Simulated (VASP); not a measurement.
# SnSe (rocksalt type) (Fm-3m) in VASP: a series of runs

The runs below take SnSe (rocksalt type) through single point, with PBE.

Everything below comes from runs of VASP 6.6.1. Logs are shortened: lines on timing, memory, paths and dates and some standing lists are left out, and cuts for length are marked.

## (1) The cell of the first run

Symmetry: Fm-3m, No. 225, cubic system. The conventional cell has a = 5.317 Å, b = 5.317 Å, c = 5.317 Å, α = 90.00°, β = 90.00°, γ = 90.00°. Within 3.5 Å of Sn (site symmetry m-3m) lie 6 Se at 2.66 Å. Se (site symmetry m-3m) has 6 Sn at 2.66 Å within 3.5 Å.

## (2) Single point, PBE

INCAR reads:

```
SYSTEM = SnSe
PREC     = Accurate       ! precision mode
ENCUT    = 520            ! plane-wave cutoff, eV
EDIFF    = 1E-6           ! SCF threshold, eV
ISMEAR   = -1             ! smearing method
SIGMA    = 0.1            ! smearing width, eV
LREAL    = .FALSE.        ! projectors in reciprocal space
LASPH    = .TRUE.         ! aspherical terms in the spheres
NELM     = 80             ! most SCF steps
ALGO     = Normal         ! electronic algorithm
ISIF     = 2              ! what is computed and relaxed
LWAVE    = .FALSE.        ! write WAVECAR
LCHARG   = .TRUE.         ! write CHGCAR
GGA      = PE             ! functional
LELF     = .TRUE.         ! ELF
LVHAR    = .TRUE.       
NBANDS   = 17             ! bands
```

KPOINTS reads:

```
regular mesh
0
G
  14 14 14
  0 0 0
```

POSCAR reads:

```
SnSe
1.0
    0.0000000000      2.6586116634      2.6586116634
    2.6586116634      0.0000000000      2.6586116634
    2.6586116634      2.6586116634      0.0000000000
Sn Se
1 1
Direct
    0.0000000000      0.0000000000      0.0000000000
    0.5000000000      0.5000000000      0.5000000000
```

Potentials or basis: VASP PAW PBE potentials, release 64 (Sn_d, Se).

On the command line:

```bash
$ cat potpaw_PBE.64/Sn_d/POTCAR potpaw_PBE.64/Se/POTCAR > POTCAR
$ mpirun -np 1 vasp_std > vasp.out
```

OUTCAR:

```text
SYSTEM = SnSe
   PREC = Accurate
   ENCUT = 520
   EDIFF = 1E-6
   ISMEAR = -1
   LREAL = .FALSE.
   LASPH = .TRUE.
   NELM = 80
   ISIF = 2
   GGA = PE

 ion  position               nearest neighbor table
   1  0.000  0.000  0.000-   2 2.66   2 2.66   2 2.66   2 2.66   2 2.66   2 2.66
   2  0.500  0.500  0.500-   1 2.66   1 2.66   1 2.66   1 2.66   1 2.66   1 2.66

  LATTYP: Found a face centered cubic cell.
 ALAT       =     5.3172233268

  Lattice vectors:

 A1 = (   0.0000000000,   2.6586116634,   2.6586116634)
 A2 = (   2.6586116634,   0.0000000000,   2.6586116634)
 A3 = (   2.6586116634,   2.6586116634,   0.0000000000)

Analysis of symmetry for initial positions (statically):
=====================================================================
 Subroutine PRICEL returns:
 Original cell was already a primitive cell.

 Routine SETGRP: Setting up the symmetry group for a
 face centered cubic supercell.

 Subroutine GETGRP returns: Found 48 space group operations
 (whereof 48 operations were pure point group operations)
 out of a pool of 48 trial point group operations.

The static configuration has the point symmetry O_h .

Analysis of symmetry for dynamics (positions and initial velocities):
=====================================================================
 Subroutine PRICEL returns:
 Original cell was already a primitive cell.

 Routine SETGRP: Setting up the symmetry group for a
 face centered cubic supercell.

 Subroutine GETGRP returns: Found 48 space group operations
 (whereof 48 operations were pure point group operations)
 out of a pool of 48 trial point group operations.

The dynamic configuration has the point symmetry O_h .

 Subroutine INISYM returns: Found 48 space group operations
 (whereof 48 operations are pure point group operations),
 and found     1 'primitive' translations

----------------------------------------------------------------------------------------

                                     Primitive cell

  volume of cell :      37.5833

  direct lattice vectors                    reciprocal lattice vectors
     0.000000000  2.658611663  2.658611663    -0.188068083  0.188068083  0.188068083
     2.658611663  0.000000000  2.658611663     0.188068083 -0.188068083  0.188068083
     2.658611663  2.658611663  0.000000000     0.188068083  0.188068083 -0.188068083

  length of vectors
     3.759844671  3.759844671  3.759844671     0.325743476  0.325743476  0.325743476

  position of ions in fractional coordinates (direct lattice)
     0.000000000  0.000000000  0.000000000
     0.500000000  0.500000000  0.500000000

  ion indices of the primitive-cell ions
   primitive index   ion index
                 1           1
                 2           2

----------------------------------------------------------------------------------------

 KPOINTS: regular mesh

Automatic generation of k-mesh.
 Grid dimensions read from file:
 generate k-points for:   14   14   14

 Generating k-lattice:

  Cartesian coordinates                     Fractional coordinates (reciprocal lattice)
    -0.013433435  0.013433435  0.013433435     0.071428571  0.000000000  0.000000000
     0.013433435 -0.013433435  0.013433435     0.000000000  0.071428571  0.000000000
     0.013433435  0.013433435 -0.013433435     0.000000000  0.000000000  0.071428571

  Length of vectors
     0.023267391  0.023267391  0.023267391

  Shift w.r.t. Gamma in fractional coordinates (k-lattice)
     0.000000000  0.000000000  0.000000000

 Subroutine IBZKPT returns following result:
 ===========================================

 Found    104 irreducible k-points:

 Following reciprocal coordinates:
            Coordinates               Weight
  0.000000  0.000000  0.000000      1.000000
  0.071429  0.000000  0.000000      8.000000
  0.142857  0.000000  0.000000      8.000000
  0.214286  0.000000  0.000000      8.000000
  0.285714  0.000000  0.000000      8.000000
  0.357143  0.000000  0.000000      8.000000
[... 16 lines left out ...]
  0.214286  0.142857  0.000000     24.000000
  0.285714  0.142857  0.000000     24.000000
 [... further k-points ...]
   k-points           NKPTS =    104   k-points in BZ     NKDIM =    104   number of bands    NBANDS=     17
   number of dos      NEDOS =    301   number of ions     NIONS =      2
   total plane-waves  NPLWV =  21952
   dimension x,y,z NGX =    28 NGY =   28 NGZ =   28
   dimension x,y,z NGXF=    56 NGYF=   56 NGZF=   56
   ions per type =               1   1
   NGX,Y,Z   is equivalent  to a cutoff of  12.38, 12.38, 12.38 a.u.
   NGXF,Y,Z  is equivalent  to a cutoff of  24.76, 24.76, 24.76 a.u.
 SYSTEM =  SnSe
   PREC   = accura    normal or accurate (medium, high low for compatibility)
   ISTART =      0    job   : 0-new  1-cont  2-samecut
   ICHARG =      2    charge: 1-file 2-atom 10-const
   ISPIN  =      1    spin polarized calculation?
   LNONCOLLINEAR =      F non collinear calculations
   LSORBIT =      F    spin-orbit coupling
   LASPH  =      T    aspherical Exc in radial PAW
   ENCUT  =  520.0 eV  38.22 Ry    6.18 a.u.   6.99  6.99  6.99*2*pi/ulx,y,z
   NELM   =     80;   NELMIN=  2; NELMDL= -5     # of ELM steps
   EDIFF  = 0.1E-05   stopping-criterion for ELM
   LREAL  =      F    real-space projection
   EDIFFG = 0.1E-04   stopping-criterion for IOM
   NSW    =      0    number of steps for IOM
   IBRION =     -1    ionic relax: 0-MD 1-quasi-New 2-CG
   NFREE  =      0    steps in history (QN), initial steepest desc. (CG)
   ISIF   =      2    stress and relaxation
   ISYM   =      2    0-nonsym 1-usesym 2-fastsym
   POTIM  = 0.5000    time-step for ionic-motion
   TEBEG  =    0.0;   TEEND  =   0.0 temperature during run
   PSTRESS=    0.0 pullay stress
   NELECT =      20.0000    total number of electrons
   NUPDOWN=      -1.0000    fix difference up-down
   EMIN   =  10.00;   EMAX   =-10.00  energy-range for DOS
   EFERMI =   0.00;   METHOD = LEGACY
   ISMEAR =    -1;   SIGMA  =   0.10  broadening in eV -4-tet -1-fermi 0-gaus
   EFERMI_NEDOS =   21; number of points for ismear=-14 and -15
   IALGO  =     38    algorithm
   IMIX   =      4    mixing-type and parameters
     AMIX     =   0.40;   BMIX     =  1.00
     AMIX_MAG =   1.60;   BMIX_MAG =  1.00
  volume/ion in A,a.u.               =      18.79       126.81
  Fermi-wavevector in a.u.,A,eV,Ry     =   1.326641  2.506987 23.945915  1.759975
  Thomas-Fermi vector in A             =   2.456012
   LORBIT       =      0    0 simple, 1 ext, 2 COOP (PROOUT), +10 PAW based schemes
   GGA     = PE    functional components
   LHFCALC =     F    Hartree Fock is set to
   AEXX    =    0.0000 exact exchange contribution
   IVDW    =     0    specifies the selected vdW correction
   LEPSILON=     F    determine dielectric tensor
   LRPA    =     F    only Hartree local field effects (RPA)
 non-spin polarized calculation
  energy-cutoff  :      520.00
  volume of cell :       37.58
 maximum number of plane-waves:      1026
   NGX = 13   NGY = 13   NGZ = 13

 number of electron      19.9999996 magnetization

 Free energy of the ion-electron system (eV)
  ---------------------------------------------------
  ext. energy  EPLUGINS =         0.00000000
  ---------------------------------------------------
  free energy    TOTEN  =        -6.45554926 eV

  energy without entropy =       -6.44334025  energy(sigma->0) =       -6.44944475

 E-fermi :  10.9640     XC(G=0): -11.4050

 val. band max:       10.9553248516   @ k =  -0.4286   0.1429   0.0714
 cond. band min:      11.0026148756   @ k =   0.5000   0.0714   0.0000
 fundamental gap:      0.0472900241
 Fermi energy:        10.9640258729

 k-point     1 :       0.0000    0.0000    0.0000
  band No.  band energies     occupation
      1     -11.3631      2.00000
      2     -11.3631      2.00000
      3     -11.3384      2.00000
      4     -11.3384      2.00000
      5     -11.3384      2.00000
      6      -6.5427      2.00000
[... 9 lines left out ...]
     16      16.3601      0.00000
     17      17.9037      0.00000

 k-point     2 :       0.0714    0.0000    0.0000
  band No.  band energies     occupation
      1     -11.3647      2.00000
      2     -11.3647      2.00000
      3     -11.3383      2.00000
      4     -11.3363      2.00000
      5     -11.3363      2.00000
      6      -6.4775      2.00000
[... 9 lines left out ...]
     16      16.5021      0.00000
     17      18.5976      0.00000

 k-point     3 :       0.1429    0.0000    0.0000
  band No.  band energies     occupation
      1     -11.3701      2.00000
      2     -11.3701      2.00000
      3     -11.3379      2.00000
      4     -11.3295      2.00000
      5     -11.3295      2.00000
      6      -6.2848      2.00000
[... 9 lines left out ...]
     16      16.5948      0.00000
     17      20.1219      0.00000

 k-point     4 :       0.2143    0.0000    0.0000
  band No.  band energies     occupation
      1     -11.3789      2.00000
      2     -11.3789      2.00000
      3     -11.3377      2.00000
      4     -11.3187      2.00000
      5     -11.3187      2.00000
      6      -5.9747      2.00000
[... 9 lines left out ...]
     16      17.2432      0.00000
     17      21.9968      0.00000
[... 343 lines left out ...]
      1     -11.3878      2.00000
      2     -11.3568      2.00000
      3     -11.3449      2.00000
      4     -11.3246      2.00000
      5     -11.3246      2.00000
      6      -6.1920      2.00000
[... 9 lines left out ...]
     16      18.2841      0.00000
     17      19.5364      0.00000

 k-point    23 :       0.2143    0.1429    0.0000
  band No.  band energies     occupation
      1     -11.4016      2.00000
      2     -11.3574      2.00000
      3     -11.3466      2.00000
      4     -11.3176      2.00000
      5     -11.3154      2.00000
      6      -5.9557      2.00000
[... 9 lines left out ...]
     16      18.6760      0.00000
     17      20.5269      0.00000

 k-point    24 :       0.2857    0.1429    0.0000
  band No.  band energies     occupation
      1     -11.4152      2.00000
      2     -11.3637      2.00000
      3     -11.3454      2.00000
      4     -11.3104      2.00000
      5     -11.3030      2.00000
      6      -5.6103      2.00000
[... 9 lines left out ...]
     16      19.2777      0.00000
     17      22.1641      0.00000

 [... further k-points ...]
[... 5 lines left out ...]
  --------------------------------------------------------------------------------------
  -------------------------------------------------------------------------------------
  Total       10.3560130     10.3560130     10.3560130      0.0000000      0.0000000      0.0000000
  in kB      441.4773789    441.4773789    441.4773789      0.0000000      0.0000000      0.0000000
  external PRESSURE =     441.4773789 kB  Pullay stress =       0.0000000 kB

 VOLUME and BASIS-vectors are now :
 -----------------------------------------------------------------------------
  energy-cutoff  :      520.00
  volume of cell :       37.58
      direct lattice vectors                 reciprocal lattice vectors
     0.000000000  2.658611663  2.658611663    -0.188068083  0.188068083  0.188068083
     2.658611663  0.000000000  2.658611663     0.188068083 -0.188068083  0.188068083
     2.658611663  2.658611663  0.000000000     0.188068083  0.188068083 -0.188068083

 POSITION                                       TOTAL-FORCE (eV/Angst)
 -----------------------------------------------------------------------------------
      0.00000      0.00000      0.00000         0.000000      0.000000     -0.000000
      2.65861      2.65861      2.65861        -0.000000     -0.000000      0.000000
 -----------------------------------------------------------------------------------
    total drift:                               -0.000000      0.000000      0.000000

  FREE ENERGIE OF THE ION-ELECTRON SYSTEM (eV)
  ---------------------------------------------------
  free  energy   TOTEN  =        -6.4555492597 eV

  energy  without entropy=       -6.4433402486  energy(sigma->0) =       -6.44944475
```

Wall time 24 s (1 thread of Intel Xeon 6975P-C (Granite Rapids), shared host); peak memory 0.2 GiB.

Results:

| Item | Value |
| --- | --- |
| Free energy | -6.4555 eV |
| Pressure | 44.1 GPa |
| Band gap on the k mesh | zero (band 10 reaches 11.40 eV, above the bottom of band 11 at 10.96 eV) |

Caveat: spin-orbit coupling is left out, which moves the levels of the heavy elements.

## (3) Single point, PBE

INCAR reads:

```
PREC = Accurate
ENCUT = 520
EDIFF = 1E-7
ISMEAR = -1
SIGMA = 0.1
LREAL = False
LASPH = True
NELM = 60
ALGO = Normal
ISIF = 2
LWAVE = False
LCHARG = True
GGA = PE
LELF = True
LVHAR = True
NBANDS = 17
```

KPOINTS reads:

```
regular mesh
0
Gamma
  14 14 14
```

POSCAR is that of step 2.

Potentials or basis: VASP PAW PBE potentials, release 64 (Sn_d, Se).

On the command line:

```bash
$ cat potpaw_PBE.64/Sn_d/POTCAR potpaw_PBE.64/Se/POTCAR > POTCAR
$ mpirun -np 1 vasp_std > vasp.out
```

OUTCAR:

```text
PREC = Accurate
   ENCUT = 520
   EDIFF = 1E-7
   ISMEAR = -1
   LREAL = False
   LASPH = True
   NELM = 60
   ISIF = 2
   GGA = PE

 ion  position               nearest neighbor table
   1  0.000  0.000  0.000-   2 2.66   2 2.66   2 2.66   2 2.66   2 2.66   2 2.66
   2  0.500  0.500  0.500-   1 2.66   1 2.66   1 2.66   1 2.66   1 2.66   1 2.66

  LATTYP: Found a face centered cubic cell.
 ALAT       =     5.3172233268

  Lattice vectors:

 A1 = (   0.0000000000,   2.6586116634,   2.6586116634)
 A2 = (   2.6586116634,   0.0000000000,   2.6586116634)
[... 647 lines left out ...]
      4     -11.3106      2.00000
      5     -11.3032      2.00000
      6      -5.6101      2.00000
[... 9 lines left out ...]
     16      19.2777      0.00000
     17      22.1641      0.00000

 [... further k-points ...]
[... 5 lines left out ...]
  --------------------------------------------------------------------------------------
  -------------------------------------------------------------------------------------
  Total       10.3607624     10.3607624     10.3607624      0.0000000      0.0000000      0.0000000
  in kB      441.6798455    441.6798455    441.6798455      0.0000000      0.0000000      0.0000000
  external PRESSURE =     441.6798455 kB  Pullay stress =       0.0000000 kB

 VOLUME and BASIS-vectors are now :
 -----------------------------------------------------------------------------
  energy-cutoff  :      520.00
  volume of cell :       37.58
      direct lattice vectors                 reciprocal lattice vectors
     0.000000000  2.658611663  2.658611663    -0.188068083  0.188068083  0.188068083
     2.658611663  0.000000000  2.658611663     0.188068083 -0.188068083  0.188068083
     2.658611663  2.658611663  0.000000000     0.188068083  0.188068083 -0.188068083

 POSITION                                       TOTAL-FORCE (eV/Angst)
 -----------------------------------------------------------------------------------
      0.00000      0.00000      0.00000        -0.000000      0.000000     -0.000000
      2.65861      2.65861      2.65861         0.000000     -0.000000      0.000000
 -----------------------------------------------------------------------------------
    total drift:                               -0.000000      0.000000      0.000000

  FREE ENERGIE OF THE ION-ELECTRON SYSTEM (eV)
  ---------------------------------------------------
  free  energy   TOTEN  =        -6.4555490622 eV

  energy  without entropy=       -6.4433393505  energy(sigma->0) =       -6.44944421
```

It took 28 s on 1 thread of Intel Xeon 6975P-C (Granite Rapids), shared host; peak memory 0.2 GiB.

What came out:

```yaml
Free_energy: -6.4555 eV
Pressure: 44.2 GPa
Band_gap_on_the_k_mesh: zero (band 10 reaches 11.40 eV, above the bottom of band 11 at 10.96 eV)
```

Caveat: spin-orbit coupling is left out, which moves the levels of the heavy elements.
